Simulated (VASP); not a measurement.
# TiSe (Pnma) in VASP: single point with r2SCAN

Aim: the single point of TiSe with r2SCAN.

All numbers are computed with VASP 6.6.1; they aren't measurements. Logs are shortened: lines on timing, memory, paths and dates and some standing lists are left out, and cuts for length are marked.

## 1. The cell of the first run

The structure is orthorhombic, space group Pnma (No. 62). Conventional cell: a = 6.571 Å, b = 3.556 Å, c = 6.366 Å, α = 90.00°, β = 90.00°, γ = 90.00°. Ti (site symmetry m) has 6 Se at 2.56 to 2.89 Å and 4 Ti at 3.00 to 3.37 Å within 3.4 Å. Se (site symmetry m) has 6 Ti at 2.56 to 2.89 Å within 3.4 Å.

## 2. Single point, r2SCAN

File POSCAR:

```
TiSe
1.0
    6.5711096500      0.0000000000      0.0000000000
    0.0000000000      3.5557867100      0.0000000000
    0.0000000000      0.0000000000      6.3661836300
Ti Se
4 4
Direct
    0.0040504348      0.2500000000      0.8101625997
    0.4959495652      0.7500000000      0.3101625997
    0.5040504348      0.2500000000      0.6898374003
    0.9959495652      0.7500000000      0.1898374003
    0.2198662008      0.2500000000      0.4141812383
    0.2801337992      0.7500000000      0.9141812383
    0.7198662008      0.2500000000      0.0858187617
    0.7801337992      0.7500000000      0.5858187617
```

File INCAR.step1:

```
  ALGO = Normal
  EDIFF = 1E-4
  ENCUT = 520
  GGA = PE
  ISMEAR = -1
  LASPH = T
  LCHARG = F
  LREAL = F
  LWAVE = T
  NBANDS = 46
  NELM = 100
  PREC = Accurate
  SIGMA = 0.1
```

File INCAR.step2:

```
  ALGO = Normal
  EDIFF = 1E-7
  ENCUT = 520
  ISIF = 2
  ISMEAR = -1
  ISTART = 1
  LASPH = T
  LCHARG = F
  LMIXTAU = T
  LREAL = F
  LWAVE = F
  METAGGA = R2SCAN
  NBANDS = 46
  NELM = 100
  PREC = Accurate
  SIGMA = 0.1
```

File KPOINTS:

```
k-points
0
Gamma
  5 10 6
```

Potentials or basis: VASP PAW PBE potentials, release 64 (Ti_sv, Se).

Command:

```bash
$ cat potpaw_PBE.64/Ti_sv/POTCAR potpaw_PBE.64/Se/POTCAR > POTCAR
$ cp INCAR.step1 INCAR
$ mpirun -np 1 vasp_std > vasp.out
$ cp INCAR.step2 INCAR
$ mpirun -np 1 vasp_std > vasp.out
```

OUTCAR:

```text
EDIFF = 1E-7
   ENCUT = 520
   ISIF = 2
   ISMEAR = -1
   ISTART = 1
   LASPH = T
   LREAL = F
   METAGGA = R2SCAN
   NELM = 100
   PREC = Accurate

 ion  position               nearest neighbor table
   1  0.004  0.250  0.810-   7 2.56   6 2.63   6 2.63   8 2.71   8 2.71
   2  0.496  0.750  0.310-   8 2.56   5 2.63   5 2.63   7 2.71   7 2.71
   3  0.504  0.250  0.690-   5 2.56   8 2.63   8 2.63   6 2.71   6 2.71
   4  0.996  0.750  0.190-   6 2.56   7 2.63   7 2.63   5 2.71   5 2.71
   5  0.220  0.250  0.414-   3 2.56   2 2.63   2 2.63   4 2.71   4 2.71
   6  0.280  0.750  0.914-   4 2.56   1 2.63   1 2.63   3 2.71   3 2.71
   7  0.720  0.250  0.086-   1 2.56   4 2.63   4 2.63   2 2.71   2 2.71
   8  0.780  0.750  0.586-   2 2.56   3 2.63   3 2.63   1 2.71   1 2.71

  LATTYP: Found a simple orthorhombic cell.
 ALAT       =     3.5557867100
 B/A-ratio  =     1.7903727499
 C/A-ratio  =     1.8480044463

  Lattice vectors:

 A1 = (   0.0000000000,   3.5557867100,   0.0000000000)
 A2 = (   0.0000000000,   0.0000000000,   6.3661836300)
 A3 = (   6.5711096500,   0.0000000000,   0.0000000000)

Analysis of symmetry for initial positions (statically):
=====================================================================
 Subroutine PRICEL returns:
 Original cell was already a primitive cell.

 Routine SETGRP: Setting up the symmetry group for a
 simple orthorhombic supercell.

 Subroutine GETGRP returns: Found  8 space group operations
 (whereof  2 operations were pure point group operations)
 out of a pool of  8 trial point group operations.

The static configuration has the point symmetry S_2 .
 The point group associated with its full space group is D_2h.

Analysis of symmetry for dynamics (positions and initial velocities):
=====================================================================
 Subroutine PRICEL returns:
 Original cell was already a primitive cell.

 Routine SETGRP: Setting up the symmetry group for a
 simple orthorhombic supercell.

 Subroutine GETGRP returns: Found  8 space group operations
 (whereof  2 operations were pure point group operations)
 out of a pool of  8 trial point group operations.

The dynamic configuration has the point symmetry S_2 .
 The point group associated with its full space group is D_2h.

 Subroutine INISYM returns: Found  8 space group operations
 (whereof  2 operations are pure point group operations),
 and found     1 'primitive' translations

----------------------------------------------------------------------------------------

                                     Primitive cell

  volume of cell :     148.7488

  direct lattice vectors                    reciprocal lattice vectors
     6.571109650  0.000000000  0.000000000     0.152181299  0.000000000  0.000000000
     0.000000000  3.555786710  0.000000000     0.000000000  0.281231717  0.000000000
     0.000000000  0.000000000  6.366183630     0.000000000  0.000000000  0.157079980

  length of vectors
     6.571109650  3.555786710  6.366183630     0.152181299  0.281231717  0.157079980

  position of ions in fractional coordinates (direct lattice)
     0.004050435  0.250000000  0.810162600
     0.495949565  0.750000000  0.310162600
     0.504050435  0.250000000  0.689837400
     0.995949565  0.750000000  0.189837400
     0.219866201  0.250000000  0.414181238
     0.280133799  0.750000000  0.914181238
     0.719866201  0.250000000  0.085818762
     0.780133799  0.750000000  0.585818762

  ion indices of the primitive-cell ions
   primitive index   ion index
                 1           1
                 2           2
                 3           3
                 4           4
                 5           5
                 6           6
                 7           7
                 8           8

----------------------------------------------------------------------------------------

 KPOINTS: k-points

Automatic generation of k-mesh.
 Grid dimensions read from file:
 generate k-points for:    5   10    6

 Generating k-lattice:

  Cartesian coordinates                     Fractional coordinates (reciprocal lattice)
     0.030436260  0.000000000  0.000000000     0.200000000  0.000000000  0.000000000
     0.000000000  0.028123172  0.000000000     0.000000000  0.100000000  0.000000000
     0.000000000  0.000000000  0.026179997     0.000000000  0.000000000  0.166666667

  Length of vectors
     0.030436260  0.028123172  0.026179997

  Shift w.r.t. Gamma in fractional coordinates (k-lattice)
     0.000000000  0.000000000  0.000000000

 Subroutine IBZKPT returns following result:
 ===========================================

 Found     72 irreducible k-points:

 Following reciprocal coordinates:
            Coordinates               Weight
  0.000000  0.000000  0.000000      1.000000
  0.200000  0.000000  0.000000      2.000000
  0.400000  0.000000  0.000000      2.000000
  0.000000  0.100000  0.000000      2.000000
  0.200000  0.100000  0.000000      4.000000
  0.400000  0.100000  0.000000      4.000000
[... 16 lines left out ...]
  0.200000  0.100000  0.166667      8.000000
  0.400000  0.100000  0.166667      8.000000
 [... further k-points ...]
   k-points           NKPTS =     72   k-points in BZ     NKDIM =     72   number of bands    NBANDS=     46
   number of dos      NEDOS =    301   number of ions     NIONS =      8
   total plane-waves  NPLWV =  67200
   dimension x,y,z NGX =    50 NGY =   28 NGZ =   48
   dimension x,y,z NGXF=   100 NGYF=   56 NGZF=   96
   ions per type =               4   4
   NGX,Y,Z   is equivalent  to a cutoff of  12.65, 13.09, 12.53 a.u.
   NGXF,Y,Z  is equivalent  to a cutoff of  25.30, 26.18, 25.07 a.u.
 SYSTEM =  unknown system
   PREC   = accura    normal or accurate (medium, high low for compatibility)
   ISTART =      1    job   : 0-new  1-cont  2-samecut
   ICHARG =      0    charge: 1-file 2-atom 10-const
   ISPIN  =      1    spin polarized calculation?
   LNONCOLLINEAR =      F non collinear calculations
   LSORBIT =      F    spin-orbit coupling
   LASPH  =      T    aspherical Exc in radial PAW
   ENCUT  =  520.0 eV  38.22 Ry    6.18 a.u.  12.22  6.61 11.84*2*pi/ulx,y,z
   NELM   =    100;   NELMIN=  2; NELMDL=  0     # of ELM steps
   EDIFF  = 0.1E-06   stopping-criterion for ELM
   LREAL  =      F    real-space projection
   EDIFFG = 0.1E-05   stopping-criterion for IOM
   NSW    =      0    number of steps for IOM
   IBRION =     -1    ionic relax: 0-MD 1-quasi-New 2-CG
   NFREE  =      0    steps in history (QN), initial steepest desc. (CG)
   ISIF   =      2    stress and relaxation
   ISYM   =      2    0-nonsym 1-usesym 2-fastsym
   POTIM  = 0.5000    time-step for ionic-motion
   TEBEG  =    0.0;   TEEND  =   0.0 temperature during run
   PSTRESS=    0.0 pullay stress
   NELECT =      72.0000    total number of electrons
   NUPDOWN=      -1.0000    fix difference up-down
   EMIN   =  10.00;   EMAX   =-10.00  energy-range for DOS
   EFERMI =   0.00;   METHOD = LEGACY
   ISMEAR =    -1;   SIGMA  =   0.10  broadening in eV -4-tet -1-fermi 0-gaus
   EFERMI_NEDOS =   21; number of points for ismear=-14 and -15
   IALGO  =     38    algorithm
   IMIX   =      4    mixing-type and parameters
     AMIX     =   0.40;   BMIX     =  1.00
     AMIX_MAG =   1.60;   BMIX_MAG =  1.00
  volume/ion in A,a.u.               =      18.59       125.48
  Fermi-wavevector in a.u.,A,eV,Ry     =   1.285389  2.429032 22.479873  1.652224
  Thomas-Fermi vector in A             =   2.417526
   LORBIT       =      0    0 simple, 1 ext, 2 COOP (PROOUT), +10 PAW based schemes
   METAGGA = R2SCAN    functional components
   LHFCALC =     F    Hartree Fock is set to
   AEXX    =    0.0000 exact exchange contribution
   IVDW    =     0    specifies the selected vdW correction
   LEPSILON=     F    determine dielectric tensor
   LRPA    =     F    only Hartree local field effects (RPA)
 non-spin polarized calculation
  energy-cutoff  :      520.00
  volume of cell :      148.75
 maximum number of plane-waves:      4027
 NGX is ok and might be reduce to    50
   NGX = 25   NGY = 13   NGZ = 23

 number of electron      72.0000016 magnetization

 Free energy of the ion-electron system (eV)
  ---------------------------------------------------
  ext. energy  EPLUGINS =         0.00000000
  ---------------------------------------------------
  free energy    TOTEN  =      -119.09592120 eV

  energy without entropy =     -118.94232979  energy(sigma->0) =     -119.01912550

 E-fermi :   7.6636     XC(G=0): -11.5195

 val. band max:        7.6577186141   @ k =   0.2000   0.2000   0.0000
 cond. band min:       7.6671041534   @ k =   0.4000   0.1000   0.0000
 fundamental gap:      0.0093855393
 Fermi energy:         7.6636446165

 k-point     1 :       0.0000    0.0000    0.0000
  band No.  band energies     occupation
      1     -52.1216      2.00000
      2     -52.1144      2.00000
      3     -52.0906      2.00000
      4     -52.0836      2.00000
      5     -27.4658      2.00000
      6     -27.4557      2.00000
[... 38 lines left out ...]
     45       9.2338      0.00000
     46       9.2666      0.00000

 k-point     2 :       0.2000    0.0000    0.0000
  band No.  band energies     occupation
      1     -52.1209      2.00000
      2     -52.1151      2.00000
      3     -52.0899      2.00000
      4     -52.0843      2.00000
      5     -27.4594      2.00000
      6     -27.4485      2.00000
[... 38 lines left out ...]
     45       9.2736      0.00000
     46       9.3023      0.00000

 k-point     3 :       0.4000    0.0000    0.0000
  band No.  band energies     occupation
      1     -52.1191      2.00000
      2     -52.1169      2.00000
      3     -52.0882      2.00000
      4     -52.0860      2.00000
      5     -27.4456      2.00000
      6     -27.4317      2.00000
[... 38 lines left out ...]
     45       9.3276      0.00000
     46       9.4751      0.00000

 k-point     4 :       0.0000    0.1000    0.0000
  band No.  band energies     occupation
      1     -52.1205      2.00000
      2     -52.1133      2.00000
      3     -52.0910      2.00000
      4     -52.0840      2.00000
      5     -27.4637      2.00000
      6     -27.4544      2.00000
[... 920 lines left out ...]
     45       9.3144      0.00000
     46       9.5101      0.00000

 k-point    23 :       0.2000    0.1000    0.1667
  band No.  band energies     occupation
      1     -52.1194      2.00000
      2     -52.1144      2.00000
      3     -52.0899      2.00000
      4     -52.0850      2.00000
      5     -27.4560      2.00000
      6     -27.4471      2.00000
[... 38 lines left out ...]
     45       9.2698      0.00000
     46       9.4978      0.00000

 k-point    24 :       0.4000    0.1000    0.1667
  band No.  band energies     occupation
      1     -52.1178      2.00000
      2     -52.1159      2.00000
      3     -52.0885      2.00000
      4     -52.0866      2.00000
      5     -27.4424      2.00000
      6     -27.4306      2.00000
[... 38 lines left out ...]
     45       9.2989      0.00000
     46       9.5584      0.00000

 [... further k-points ...]

------------------------ aborting loop because EDIFF is reached ----------------------------------------

  FORCE on cell =-STRESS in cart. coord.  units (eV):
  Direction    XX          YY          ZZ          XY          YZ          ZX
  --------------------------------------------------------------------------------------
  -------------------------------------------------------------------------------------
  Total       -5.2452829     -4.6709415     -4.6394117      0.0000000     -0.0000000      0.0000000
  in kB      -56.4970696    -50.3108237    -49.9712164      0.0000000     -0.0000000      0.0000000
  external PRESSURE =     -52.2597032 kB  Pullay stress =       0.0000000 kB

 VOLUME and BASIS-vectors are now :
 -----------------------------------------------------------------------------
  energy-cutoff  :      520.00
  volume of cell :      148.75
      direct lattice vectors                 reciprocal lattice vectors
     6.571109650  0.000000000  0.000000000     0.152181299  0.000000000  0.000000000
     0.000000000  3.555786710  0.000000000     0.000000000  0.281231717  0.000000000
     0.000000000  0.000000000  6.366183630     0.000000000  0.000000000  0.157079980

 POSITION                                       TOTAL-FORCE (eV/Angst)
 -----------------------------------------------------------------------------------
      0.02662      0.88895      5.15764        -0.005009     -0.000000     -0.015678
      3.25894      2.66684      1.97455         0.005009      0.000000     -0.015678
      3.31217      0.88895      4.39163        -0.005009      0.000000      0.015678
      6.54449      2.66684      1.20854         0.005009      0.000000      0.015678
      1.44476      0.88895      2.63675        -0.024592      0.000000      0.006390
      1.84079      2.66684      5.81985         0.024592      0.000000      0.006390
      4.73032      0.88895      0.54634        -0.024592      0.000000     -0.006390
      5.12634      2.66684      3.72943         0.024592      0.000000     -0.006390
 -----------------------------------------------------------------------------------
    total drift:                                0.000000      0.000000     -0.000000

  FREE ENERGIE OF THE ION-ELECTRON SYSTEM (eV)
  ---------------------------------------------------
  free  energy   TOTEN  =      -119.0959211967 eV

  energy  without entropy=     -118.9423297938  energy(sigma->0) =     -119.01912550
```

It took 16 min on 1 thread of Intel Xeon Platinum 8488C (Sapphire Rapids), shared host; peak memory 0.52 GiB.

What came out:

| Quantity | Value |
| --- | --- |
| Free energy | -119.0959 eV |
| Pressure | -5.2 GPa |
| Largest force | 0.025 eV/Å |
| Band gap on the k mesh | zero (bands 36 and 37 overlap by 0.29 eV) |

Forces on the atoms (eV/Å):
```
Ti  -0.005  0.000 -0.016
Ti   0.005  0.000 -0.016
Ti  -0.005  0.000  0.016
Ti   0.005  0.000  0.016
Se  -0.025  0.000  0.006
Se   0.025  0.000  0.006
Se  -0.025  0.000 -0.006
Se   0.025  0.000 -0.006
```

Stress tensor (GPa, compression positive):
```
-5.65  0.00  0.00
 0.00 -5.03  0.00
 0.00  0.00 -5.00
```

Caveat: the cell stands under tension; the PAW data sets were made with another functional, which shifts forces and pressure a little.
